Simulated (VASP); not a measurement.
# BN (P6_3mc) in VASP: further runs

BN is run at these levels: PBEsol; tasks: single point.

Program: VASP 6.6.1. These are calculated values, not measurements. Logs are shortened: lines on timing, memory, paths and dates and some standing lists are left out, and cuts for length are marked.

## Step 1: The cell of the first run

The structure is hexagonal, space group P6_3mc (No. 186). The conventional cell has a = 2.566 Å, b = 2.566 Å, c = 4.198 Å, α = 90.00°, β = 90.00°, γ = 120.00°. B (site symmetry 3m) has 4 N at 1.57 Å within 2.1 Å. Within 2.1 Å of N (site symmetry 3m) lie 4 B at 1.57 Å.

## Step 2: Single point, PBEsol (strained cell)

INCAR reads:

```
  PREC = Accurate
  ENCUT = 520
  EDIFF = 1E-6
  ISMEAR = 0
  SIGMA = 0.02
  LREAL = F
  LASPH = T
  NELM = 100
  ALGO = Normal
  ISIF = 2
  LWAVE = F
  LCHARG = T
  GGA = PS
  LELF = T
  LVHAR = T
  NBANDS = 16
```

KPOINTS reads:

```
Automatic mesh
0
Gamma
  9 9 6
```

POSCAR reads:

```
BN
1.0
    2.5659661661      0.0000000000      0.0000000000
   -1.2829830830      2.2221918851      0.0000000000
    0.0000000000      0.0000000000      4.1978069383
B N
2 2
Direct
    0.3333333333      0.6666666667     -0.0003708269
    0.6666666667      0.3333333333      0.4996291731
    0.3333333333      0.6666666667      0.3743708269
    0.6666666667      0.3333333333      0.8743708269
```

Potentials or basis: VASP PAW PBE potentials, release 64 (B, N).

The run is started by

```bash
$ cat potpaw_PBE.64/B/POTCAR potpaw_PBE.64/N/POTCAR > POTCAR
$ mpirun -np 1 vasp_std > vasp.out
```

OUTCAR:

```text
PREC = Accurate
   ENCUT = 520
   EDIFF = 1E-6
   ISMEAR = 0
   LREAL = F
   LASPH = T
   NELM = 100
   ISIF = 2
   GGA = PS

 ion  position               nearest neighbor table
   1  0.333  0.667  1.000-   4 1.57   4 1.57   4 1.57   3 1.57
   2  0.667  0.333  0.500-   3 1.57   3 1.57   3 1.57   4 1.57
   3  0.333  0.667  0.374-   2 1.57   2 1.57   2 1.57   1 1.57
   4  0.667  0.333  0.874-   1 1.57   1 1.57   1 1.57   2 1.57

  LATTYP: Found a hexagonal cell.
 ALAT       =     2.5659661661
 C/A-ratio  =     1.6359556855

  Lattice vectors:

 A1 = (   2.5659661661,   0.0000000000,   0.0000000000)
 A2 = (  -1.2829830830,   2.2221918851,   0.0000000000)
 A3 = (   0.0000000000,   0.0000000000,   4.1978069383)

Analysis of symmetry for initial positions (statically):
=====================================================================
 Subroutine PRICEL returns:
 Original cell was already a primitive cell.

 Routine SETGRP: Setting up the symmetry group for a
 hexagonal supercell.

 Subroutine GETGRP returns: Found 12 space group operations
 (whereof  6 operations were pure point group operations)
 out of a pool of 24 trial point group operations.

The static configuration has the point symmetry C_3v.
 The point group associated with its full space group is C_6v.

Analysis of symmetry for dynamics (positions and initial velocities):
=====================================================================
 Subroutine PRICEL returns:
 Original cell was already a primitive cell.

 Routine SETGRP: Setting up the symmetry group for a
 hexagonal supercell.

 Subroutine GETGRP returns: Found 12 space group operations
 (whereof  6 operations were pure point group operations)
 out of a pool of 24 trial point group operations.

The dynamic configuration has the point symmetry C_3v.
 The point group associated with its full space group is C_6v.

 Subroutine INISYM returns: Found 12 space group operations
 (whereof  6 operations are pure point group operations),
 and found     1 'primitive' translations

----------------------------------------------------------------------------------------

                                     Primitive cell

  volume of cell :      23.9362

  direct lattice vectors                    reciprocal lattice vectors
     2.565966166  0.000000000  0.000000000     0.389716752  0.225003072  0.000000000
    -1.282983083  2.222191885  0.000000000     0.000000000  0.450006143  0.000000000
     0.000000000  0.000000000  4.197806938     0.000000000  0.000000000  0.238219626

  length of vectors
     2.565966166  2.565966166  4.197806938     0.450006143  0.450006143  0.238219626

  position of ions in fractional coordinates (direct lattice)
     0.333333333  0.666666667  0.999629173
     0.666666667  0.333333333  0.499629173
     0.333333333  0.666666667  0.374370827
     0.666666667  0.333333333  0.874370827

  ion indices of the primitive-cell ions
   primitive index   ion index
                 1           1
                 2           2
                 3           3
                 4           4

----------------------------------------------------------------------------------------

 KPOINTS: Automatic mesh

Automatic generation of k-mesh.
 Grid dimensions read from file:
 generate k-points for:    9    9    6

 Generating k-lattice:

  Cartesian coordinates                     Fractional coordinates (reciprocal lattice)
     0.043301861  0.025000341  0.000000000     0.111111111  0.000000000  0.000000000
     0.000000000  0.050000683  0.000000000     0.000000000  0.111111111  0.000000000
     0.000000000  0.000000000  0.039703271     0.000000000  0.000000000  0.166666667

  Length of vectors
     0.050000683  0.050000683  0.039703271

  Shift w.r.t. Gamma in fractional coordinates (k-lattice)
     0.000000000  0.000000000  0.000000000

 Subroutine IBZKPT returns following result:
 ===========================================

 Found     48 irreducible k-points:

 Following reciprocal coordinates:
            Coordinates               Weight
  0.000000  0.000000  0.000000      1.000000
  0.111111  0.000000  0.000000      6.000000
  0.222222  0.000000  0.000000      6.000000
  0.333333  0.000000  0.000000      6.000000
  0.444444  0.000000  0.000000      6.000000
  0.111111  0.111111  0.000000      6.000000
[... 16 lines left out ...]
  0.333333  0.222222  0.166667     24.000000
  0.333333  0.333333  0.166667      4.000000
 [... further k-points ...]
   k-points           NKPTS =     48   k-points in BZ     NKDIM =     48   number of bands    NBANDS=     16
   number of dos      NEDOS =    301   number of ions     NIONS =      4
   total plane-waves  NPLWV =  12800
   dimension x,y,z NGX =    20 NGY =   20 NGZ =   32
   dimension x,y,z NGXF=    40 NGYF=   40 NGZF=   64
   ions per type =               2   2
   NGX,Y,Z   is equivalent  to a cutoff of  12.96, 12.96, 12.67 a.u.
   NGXF,Y,Z  is equivalent  to a cutoff of  25.92, 25.92, 25.35 a.u.
 SYSTEM =  unknown system
   PREC   = accura    normal or accurate (medium, high low for compatibility)
   ISTART =      0    job   : 0-new  1-cont  2-samecut
   ICHARG =      2    charge: 1-file 2-atom 10-const
   ISPIN  =      1    spin polarized calculation?
   LNONCOLLINEAR =      F non collinear calculations
   LSORBIT =      F    spin-orbit coupling
   LASPH  =      T    aspherical Exc in radial PAW
   ENCUT  =  520.0 eV  38.22 Ry    6.18 a.u.   4.77  4.77  7.81*2*pi/ulx,y,z
   NELM   =    100;   NELMIN=  2; NELMDL= -5     # of ELM steps
   EDIFF  = 0.1E-05   stopping-criterion for ELM
   LREAL  =      F    real-space projection
   EDIFFG = 0.1E-04   stopping-criterion for IOM
   NSW    =      0    number of steps for IOM
   IBRION =     -1    ionic relax: 0-MD 1-quasi-New 2-CG
   NFREE  =      0    steps in history (QN), initial steepest desc. (CG)
   ISIF   =      2    stress and relaxation
   ISYM   =      2    0-nonsym 1-usesym 2-fastsym
   POTIM  = 0.5000    time-step for ionic-motion
   TEBEG  =    0.0;   TEEND  =   0.0 temperature during run
   PSTRESS=    0.0 pullay stress
   NELECT =      16.0000    total number of electrons
   NUPDOWN=      -1.0000    fix difference up-down
   EMIN   =  10.00;   EMAX   =-10.00  energy-range for DOS
   EFERMI =   0.00;   METHOD = LEGACY
   ISMEAR =     0;   SIGMA  =   0.02  broadening in eV -4-tet -1-fermi 0-gaus
   EFERMI_NEDOS =   21; number of points for ismear=-14 and -15
   IALGO  =     38    algorithm
   IMIX   =      4    mixing-type and parameters
     AMIX     =   0.40;   BMIX     =  1.00
     AMIX_MAG =   1.60;   BMIX_MAG =  1.00
  volume/ion in A,a.u.               =       5.98        40.38
  Fermi-wavevector in a.u.,A,eV,Ry     =   1.431407  2.704967 27.877336  2.048926
  Thomas-Fermi vector in A             =   2.551147
   LORBIT       =      0    0 simple, 1 ext, 2 COOP (PROOUT), +10 PAW based schemes
   GGA     = PS    functional components
   LHFCALC =     F    Hartree Fock is set to
   AEXX    =    0.0000 exact exchange contribution
   IVDW    =     0    specifies the selected vdW correction
   LEPSILON=     F    determine dielectric tensor
   LRPA    =     F    only Hartree local field effects (RPA)
 non-spin polarized calculation
 Gauss-broadening in eV      SIGMA  =   0.02
  energy-cutoff  :      520.00
  volume of cell :       23.94
 maximum number of plane-waves:       652
 NGX is ok and might be reduce to    20
   NGX =  9   NGY =  9   NGZ = 15

 number of electron      16.0000000 magnetization

 Free energy of the ion-electron system (eV)
  ---------------------------------------------------
  ext. energy  EPLUGINS =         0.00000000
  ---------------------------------------------------
  free energy    TOTEN  =       -36.61304007 eV

  energy without entropy =      -36.61304007  energy(sigma->0) =      -36.61304007

 E-fermi :   7.4648     XC(G=0): -12.9424

 val. band max:        7.3477638213   @ k =   0.0000   0.0000   0.0000
 cond. band min:      12.3792883631   @ k =   0.3333   0.3333   0.0000
 fundamental gap:      5.0315245417
 Fermi energy:         7.4648445812

 k-point     1 :       0.0000    0.0000    0.0000
  band No.  band energies     occupation
      1     -12.9214      2.00000
      2      -8.6804      2.00000
      3      -3.5031      2.00000
      4       5.1602      2.00000
      5       5.1602      2.00000
      6       7.1228      2.00000
[... 8 lines left out ...]
     15      19.0973      0.00000
     16      23.3971      0.00000

 k-point     2 :       0.1111    0.0000    0.0000
  band No.  band energies     occupation
      1     -12.6567      2.00000
      2      -8.4814      2.00000
      3      -3.2414      2.00000
      4       3.9943      2.00000
      5       4.6870      2.00000
      6       6.3783      2.00000
[... 8 lines left out ...]
     15      19.8463      0.00000
     16      22.9730      0.00000

 k-point     3 :       0.2222    0.0000    0.0000
  band No.  band energies     occupation
      1     -11.8785      2.00000
      2      -7.9420      2.00000
      3      -2.4753      2.00000
      4       1.5292      2.00000
      5       3.7286      2.00000
      6       4.2382      2.00000
[... 8 lines left out ...]
     15      21.6218      0.00000
     16      22.2748      0.00000

 k-point     4 :       0.3333    0.0000    0.0000
  band No.  band energies     occupation
      1     -10.6538      2.00000
      2      -7.3358      2.00000
      3      -1.3052      2.00000
      4      -0.8246      2.00000
      5       1.9080      2.00000
      6       2.8727      2.00000
[... 8 lines left out ...]
     15      23.0844      0.00000
     16      23.5431      0.00000

 k-point     5 :       0.4444    0.0000    0.0000
  band No.  band energies     occupation
      1      -9.2407      2.00000
      2      -7.3867      2.00000
      3      -2.0002      2.00000
      4      -0.1564      2.00000
      5       0.3103      2.00000
      6       2.3958      2.00000
[... 8 lines left out ...]
     15      23.4027      0.00000
     16      24.7756      0.00000

 k-point     6 :       0.1111    0.1111    0.0000
  band No.  band energies     occupation
      1     -12.1348      2.00000
      2      -8.1096      2.00000
      3      -2.7266      2.00000
      4       2.5074      2.00000
      5       3.4674      2.00000
      6       5.2259      2.00000
[... 8 lines left out ...]
     15      21.3833      0.00000
     16      22.5100      0.00000
[... 267 lines left out ...]
 k-point    21 :       0.4444    0.1111    0.1667
  band No.  band energies     occupation
      1      -8.6215      2.00000
      2      -7.5358      2.00000
      3      -2.2978      2.00000
      4      -0.7641      2.00000
      5       1.0958      2.00000
      6       1.9464      2.00000
[... 8 lines left out ...]
     15      23.8323      0.00000
     16      24.3922      0.00000

 k-point    22 :       0.2222    0.2222    0.1667
  band No.  band energies     occupation
      1      -9.8224      2.00000
      2      -7.3596      2.00000
      3      -1.1178      2.00000
      4      -0.0616      2.00000
      5       0.7252      2.00000
      6       1.8630      2.00000
[... 8 lines left out ...]
     15      22.4507      0.00000
     16      23.3938      0.00000

 k-point    23 :       0.3333    0.2222    0.1667
  band No.  band energies     occupation
      1      -8.5366      2.00000
      2      -7.2748      2.00000
      3      -1.7273      2.00000
      4      -0.6248      2.00000
      5       0.3756      2.00000
      6       1.7209      2.00000
[... 8 lines left out ...]
     15      23.0272      0.00000
     16      23.6026      0.00000

 k-point    24 :       0.3333    0.3333    0.1667
  band No.  band energies     occupation
      1      -7.6309      2.00000
      2      -7.6309      2.00000
      3      -1.7000      2.00000
      4      -0.4201      2.00000
      5      -0.4201      2.00000
      6       1.6115      2.00000
[... 8 lines left out ...]
     15      23.1961      0.00000
     16      23.1961      0.00000

 [... further k-points ...]

------------------------ aborting loop because EDIFF is reached ----------------------------------------

  FORCE on cell =-STRESS in cart. coord.  units (eV):
  Direction    XX          YY          ZZ          XY          YZ          ZX
  --------------------------------------------------------------------------------------
  -------------------------------------------------------------------------------------
  Total       -1.4332760     -1.4332760      0.1071407     -0.0000000      0.0000000      0.0000000
  in kB      -95.9368537    -95.9368537      7.1715021     -0.0000000      0.0000000      0.0000000
  external PRESSURE =     -61.5674018 kB  Pullay stress =       0.0000000 kB

 VOLUME and BASIS-vectors are now :
 -----------------------------------------------------------------------------
  energy-cutoff  :      520.00
  volume of cell :       23.94
      direct lattice vectors                 reciprocal lattice vectors
     2.565966166  0.000000000  0.000000000     0.389716752  0.225003072  0.000000000
    -1.282983083  2.222191885  0.000000000     0.000000000  0.450006143  0.000000000
     0.000000000  0.000000000  4.197806938     0.000000000  0.000000000  0.238219626

 POSITION                                       TOTAL-FORCE (eV/Angst)
 -----------------------------------------------------------------------------------
     -0.00000      1.48146      4.19625         0.000000     -0.000000     -0.000301
      1.28298      0.74073      2.09735         0.000000      0.000000     -0.000301
     -0.00000      1.48146      1.57154        -0.000000      0.000000      0.000301
      1.28298      0.74073      3.67044         0.000000     -0.000000      0.000301
 -----------------------------------------------------------------------------------
    total drift:                               -0.000000     -0.000000     -0.000256

  FREE ENERGIE OF THE ION-ELECTRON SYSTEM (eV)
  ---------------------------------------------------
  free  energy   TOTEN  =       -36.6130400664 eV

  energy  without entropy=      -36.6130400664  energy(sigma->0) =      -36.61304007
```

Run time: 28 s. Hardware: 1 thread of Intel Xeon 8259CL, shared host; peak memory 0.14 GiB.

What came out:

- Free energy: -36.6130 eV
- Pressure: -6.2 GPa
- Band gap on the k mesh: 5.03 eV (least direct gap 8.07 eV)

Stress tensor (GPa, compression positive):
```
-9.59  0.00  0.00
 0.00 -9.59  0.00
 0.00  0.00  0.72
```

Levels at points of the mesh, in eV from the valence-band top:
```
           k point  band 6  band 7  band 8  band 9  band 10  band 11
(0.00, 0.00, 0.00)   -0.23    0.00    0.00    8.16     8.16     8.82
(0.00, 0.00, 0.50)   -1.21   -1.21   -1.21    9.16     9.16     9.73
```

Caveat: the cell differs from its parent crystal (strained cell); the cell stands under tension; the PAW data sets were made with another functional, which shifts forces and pressure a little; an odd mesh through Γ misses points on the zone boundary, where band edges can lie.

## Step 3: Single point, PBEsol

INCAR reads:

```
SYSTEM = BN
ALGO = Normal
EDIFF = 1E-7
ENCUT = 520
GGA = PS
ISIF = 2
ISMEAR = 0
LASPH = .True.
LCHARG = .True.
LELF = .True.
LREAL = .False.
LVHAR = .True.
LWAVE = .False.
NBANDS = 16
NELM = 100
PREC = Accurate
SIGMA = 0.01
```

KPOINTS reads:

```
k-points
0
Gamma
  9 9 6
  0 0 0
```

POSCAR is that of step 2.

Potentials or basis: VASP PAW PBE potentials, release 64 (B, N).

The run is started by

```bash
$ cat potpaw_PBE.64/B/POTCAR potpaw_PBE.64/N/POTCAR > POTCAR
$ mpirun -np 1 vasp_std > vasp.out
```

It took 33 s on 1 thread of Intel Xeon 8259CL, shared host; peak memory 0.14 GiB.

The run converged. Its results:

```
Free energy            : -36.6130 eV
Pressure               : -6.2 GPa
Band gap on the k mesh : 5.03 eV (least direct gap 8.07 eV)
```

Stress tensor (GPa, compression positive):
```
-9.60  0.00  0.00
 0.00 -9.60  0.00
 0.00  0.00  0.71
```

Levels at points of the mesh, in eV from the valence-band top:
```csv
k point,band 4,band 5,band 6,band 7,band 8,band 9,band 10,band 11,band 12,band 13
"(0.00, 0.00, 0.00)",-2.19,-2.19,-0.22,0.00,0.00,8.16,8.16,8.82,9.11,10.39
"(0.00, 0.00, 0.50)",-5.59,-1.21,-1.21,-1.21,-1.21,9.16,9.16,9.73,9.73,9.73
```

Caveat: the cell stands under tension; the PAW data sets were made with another functional, which shifts forces and pressure a little; an odd mesh through Γ misses points on the zone boundary, where band edges can lie.

## Step 4: Single point, PBEsol

INCAR reads:

```
ALGO = Normal
EDIFF = 1E-6
ENCUT = 520
GGA = PS
ISIF = 2
ISMEAR = 0
LASPH = T
LCHARG = F
LREAL = F
LWAVE = F
NBANDS = 16
NELM = 100
PREC = Accurate
SIGMA = 0.01
```

KPOINTS reads:

```
k-points
0
Gamma
  9 9 6
```

POSCAR is that of step 3.

The run is started by

```bash
$ cat potpaw_PBE.64/B/POTCAR potpaw_PBE.64/N/POTCAR > POTCAR
$ mpirun -np 1 vasp_std > vasp.out
```

Wall time 27 s (1 thread of Intel Xeon 8259CL, shared host); peak memory 0.14 GiB.

It converged, with:

| Quantity | Value |
| --- | --- |
| Free energy | -36.6130 eV |
| Pressure | -6.2 GPa |
| Band gap on the k mesh | 5.03 eV (least direct gap 8.07 eV) |

Stress tensor (GPa, compression positive):
```
-9.59  0.00  0.00
 0.00 -9.59  0.00
 0.00  0.00  0.72
```

Levels at points of the mesh, in eV from the valence-band top:
```
           k point  band 5  band 6  band 7  band 8  band 9  band 10  band 11  band 12
(0.00, 0.00, 0.00)   -2.19   -0.23    0.00    0.00    8.16     8.16     8.82     9.11
(0.00, 0.00, 0.50)   -1.21   -1.21   -1.21   -1.21    9.16     9.16     9.73     9.73
```

Caveat: the cell stands under tension; the PAW data sets were made with another functional, which shifts forces and pressure a little; an odd mesh through Γ misses points on the zone boundary, where band edges can lie.

(Part 1 of 2 ends here.)
